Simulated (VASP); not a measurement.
# Sb in VASP: a series of runs, part 2 of 2

VASP 6.6.1. The steps go on from the part before.

## 3. Single point, PBE+D3(BJ) (biaxial strain +0.040, then relaxed in part)

INCAR reads:

```
SYSTEM = Sb
ALGO     = Normal         ! electronic algorithm
DIPOL    = 0.5 0.5 0.500
EDIFF    = 1E-6           ! SCF threshold, eV
ENCUT    = 400            ! plane-wave cutoff, eV
GGA      = PE             ! functional
GGA_COMPAT= .FALSE.      
IDIPOL   = 3            
ISIF     = 2              ! what is computed and relaxed
ISMEAR   = 0              ! smearing method
IVDW     = 12             ! dispersion correction
LASPH    = .TRUE.         ! aspherical terms in the spheres
LCHARG   = .FALSE.        ! write CHGCAR
LDIPOL   = .TRUE.       
LREAL    = .FALSE.        ! projectors in reciprocal space
LWAVE    = .FALSE.        ! write WAVECAR
NBANDS   = 22             ! bands
NELM     = 120            ! most SCF steps
NELMDL   = -8           
PREC     = Accurate       ! precision mode
SIGMA    = 0.02           ! smearing width, eV
```

KPOINTS reads:

```
k-points
0
G
  9 9 1
  0 0 0
```

POSCAR reads:

```
Sb
1.0
    4.2314325874      0.0000000000      0.0000000000
   -2.1157162937      3.6645281151      0.0000000000
    0.0000000000      0.0000000000     28.0000000000
Sb
2
Direct
    0.3333333333      0.6666666667      0.5284381538
    0.6666666667      0.3333333333      0.4715618462
```

Potentials or basis: VASP PAW PBE potentials, release 64 (Sb_d_GW).

Launch:

```
> cat potpaw_PBE.64/Sb_d_GW/POTCAR > POTCAR
> mpirun -np 1 vasp_std > vasp.out
```

OUTCAR:

```text
SYSTEM = Sb
   EDIFF = 1E-6
   ENCUT = 400
   GGA = PE
   ISIF = 2
   ISMEAR = 0
   IVDW = 12
   LASPH = .TRUE.
   LREAL = .FALSE.
   NELM = 120
   NELMDL = -8
   PREC = Accurate
 IVDW          = 12

 ion  position               nearest neighbor table
   1  0.333  0.667  0.528-   2 2.92   2 2.92   2 2.92
   2  0.667  0.333  0.472-   1 2.92   1 2.92   1 2.92

  LATTYP: Found a hexagonal cell.
 ALAT       =     4.2314325874
 C/A-ratio  =     6.6171442937

  Lattice vectors:

 A1 = (   4.2314325874,   0.0000000000,   0.0000000000)
 A2 = (  -2.1157162937,   3.6645281151,   0.0000000000)
 A3 = (   0.0000000000,   0.0000000000,  28.0000000000)

Analysis of symmetry for initial positions (statically):
=====================================================================
 Subroutine PRICEL returns:
 Original cell was already a primitive cell.

 Routine SETGRP: Setting up the symmetry group for a
 hexagonal supercell.

 Subroutine GETGRP returns: Found 12 space group operations
 (whereof 12 operations were pure point group operations)
[... 153 lines left out ...]

 E-fermi :  -3.6970     XC(G=0):  -1.9289

 val. band max:       -3.8031107018   @ k =   0.0000   0.0000   0.0000
 cond. band min:      -2.3684868214   @ k =   0.0000   0.0000   0.0000
 fundamental gap:      1.4346238804
 Fermi energy:        -3.6970114346

 k-point     1 :       0.0000    0.0000    0.0000
  band No.  band energies     occupation
      1     -32.0975      2.00000
      2     -32.0975      2.00000
      3     -32.0345      2.00000
      4     -32.0345      2.00000
      5     -31.9815      2.00000
      6     -31.9349      2.00000
[... 289 lines left out ...]
     21       3.4177      0.00000
     22       3.9933      0.00000

------------------------ aborting loop because EDIFF is reached ----------------------------------------

 vacuum level on the upper side and lower side of the slab       (xc-potential included)        -0.007        -0.007

 Edisp (eV)   -0.43574

 E8    (eV) :    -0.2169

  FORCE on cell =-STRESS in cart. coord.  units (eV):
  Direction    XX          YY          ZZ          XY          YZ          ZX
  --------------------------------------------------------------------------------------
  -------------------------------------------------------------------------------------
  Total      -1.47033    -1.47033    -0.12976     0.00000    -0.00000     0.00000
  in kB      -5.42579    -5.42579    -0.47885     0.00000    -0.00000     0.00000
  external pressure =       -3.78 kB  Pullay stress =        0.00 kB

 VOLUME and BASIS-vectors are now :
 -----------------------------------------------------------------------------
  energy-cutoff  :      400.00
  volume of cell :      434.17
      direct lattice vectors                 reciprocal lattice vectors
     4.231432587  0.000000000  0.000000000     0.236326582  0.136443216  0.000000000
    -2.115716294  3.664528115  0.000000000     0.000000000  0.272886431  0.000000000
     0.000000000  0.000000000 28.000000000     0.000000000  0.000000000  0.035714286

 POSITION                                       TOTAL-FORCE (eV/Angst)
 -----------------------------------------------------------------------------------
     -0.00000      2.44302     14.79627         0.000000      0.000000     -0.000137
      2.11572      1.22151     13.20373        -0.000000     -0.000000      0.000137
 -----------------------------------------------------------------------------------
    total drift:                                0.000000      0.000000      0.000000

  FREE ENERGIE OF THE ION-ELECTRON SYSTEM (eV)
  ---------------------------------------------------
  free  energy   TOTEN  =        -8.5641483121 eV

  energy  without entropy=       -8.5641483121  energy(sigma->0) =       -8.56414831

 vacuum level on the upper side and lower side of the slab         1.323         1.323
```

OSZICAR:

```text
N       E                     dE             d eps       ncg     rms          rms(c)
DAV:   1     0.286171981345E+03    0.28617E+03   -0.11073E+04   736   0.610E+03
DAV:   2     0.812443030882E+02   -0.20493E+03   -0.19429E+03   968   0.134E+03
DAV:   3     0.239156857318E+01   -0.78853E+02   -0.78587E+02  1042   0.306E+02
[... 15 lines left out ...]
DAV:  19    -0.812839755239E+01   -0.84736E-05   -0.38533E-07   612   0.225E-02    0.393E-04
DAV:  20    -0.812840366922E+01   -0.61168E-05   -0.20777E-07   472   0.126E-02    0.259E-04
DAV:  21    -0.812840665717E+01   -0.29879E-05   -0.20719E-07   584   0.150E-02    0.206E-04
DAV:  22    -0.812840927183E+01   -0.26147E-05   -0.14852E-07   512   0.197E-02    0.231E-04
DAV:  23    -0.812840979322E+01   -0.52139E-06   -0.68394E-08   444   0.956E-03
   1 F= -.85641483E+01 E0= -.85641483E+01  d E =-.167003E-15
```

Wall time 89 s (1 thread of AMD EPYC 9R45 (Zen 5), shared host); peak memory 0.38 GiB.

What came out:

```
Free energy                : -8.5641 eV
Band gap on the k mesh     : 1.43 eV, direct
Dispersion energy per atom : -0.218 eV
```

Caveat: the cell differs from its parent crystal (biaxial strain +0.040, then relaxed in part); spin-orbit coupling is left out, which moves the levels of the heavy elements.
